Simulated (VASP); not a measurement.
Wanted: the native input for a VASP 6.6.1 run.

```yaml
Task: single point
Functional: r2SCAN
Potentials_or_basis: VASP PAW PBE potentials, release 64 (Sn_d, O)
Cutoff: 520 eV
k_mesh: 8 × 8 × 8
Occupations: gaussian, width 0.01 eV
Spin: no spin polarisation
Dipole_correction: no
Further_INCAR_settings: ALGO = Normal; EDIFF = 1e-07; NBANDS = 20
```

SnO2:

```
CELL_PARAMETERS angstrom
1.65911 0.95789 4.92534
-1.65911 0.95789 4.92534
0.00000 -1.91578 4.92534
ATOMIC_POSITIONS crystal
Sn 0.50000 0.50000 0.50000
O 0.23717 0.23717 0.23717
O 0.76283 0.76283 0.76283
```

One way to write it, as run:

POSCAR

```
SnO2
1.0
    1.6591140801      0.9578898799      4.9253391359
   -1.6591140801      0.9578898799      4.9253391359
    0.0000000000     -1.9157797597      4.9253391359
Sn O
1 2
Direct
    0.5000000000      0.5000000000      0.5000000000
    0.2371700000      0.2371700000      0.2371700000
    0.7628300000      0.7628300000      0.7628300000
```

INCAR.step1

```
SYSTEM = SnO2
ALGO     = Normal         ! electronic algorithm
EDIFF    = 1E-4           ! SCF threshold, eV
ENCUT    = 520            ! plane-wave cutoff, eV
GGA      = PE             ! functional
ISMEAR   = 0              ! smearing method
LASPH    = .True.         ! aspherical terms in the spheres
LCHARG   = .False.        ! write CHGCAR
LREAL    = .False.        ! projectors in reciprocal space
LWAVE    = .True.         ! write WAVECAR
NBANDS   = 20             ! bands
NELM     = 60             ! most SCF steps
PREC     = Accurate       ! precision mode
SIGMA    = 0.01           ! smearing width, eV
```

INCAR.step2

```
SYSTEM = SnO2
ALGO     = Normal         ! electronic algorithm
EDIFF    = 1E-7           ! SCF threshold, eV
ENCUT    = 520            ! plane-wave cutoff, eV
ISIF     = 2              ! what is computed and relaxed
ISMEAR   = 0              ! smearing method
ISTART   = 1            
LASPH    = .True.         ! aspherical terms in the spheres
LCHARG   = .True.         ! write CHGCAR
LELF     = .True.         ! ELF
LMIXTAU  = .True.       
LREAL    = .False.        ! projectors in reciprocal space
LVHAR    = .True.       
LWAVE    = .False.        ! write WAVECAR
METAGGA  = R2SCAN         ! meta-GGA
NBANDS   = 20             ! bands
NELM     = 60             ! most SCF steps
PREC     = Accurate       ! precision mode
SIGMA    = 0.01           ! smearing width, eV
```

KPOINTS

```
k-points
0
Gamma
  8 8 8
  0 0 0
```

Potentials or basis: VASP PAW PBE potentials, release 64 (Sn_d, O).

Launch:

```bash
$ cat potpaw_PBE.64/Sn_d/POTCAR potpaw_PBE.64/O/POTCAR > POTCAR
$ cp INCAR.step1 INCAR
$ mpirun -np 1 vasp_std > vasp.out
$ cp INCAR.step2 INCAR
$ mpirun -np 1 vasp_std > vasp.out
```

Results of the run:

```yaml
Pressure: -15.1 GPa
Largest_force: 1.259 eV/Å
Band_gap_on_the_k_mesh: 1.92 eV, indirect (least direct gap 1.98 eV)
```

Caveat: the PAW data sets were made with another functional, which shifts forces and pressure a little; spin-orbit coupling is left out, which moves the levels of the heavy elements.

Wall time 4.3 min on 1 thread of Intel(R) Xeon(R) 6975P-C (Granite Rapids), on a shared host, peak memory 0.28 GiB.
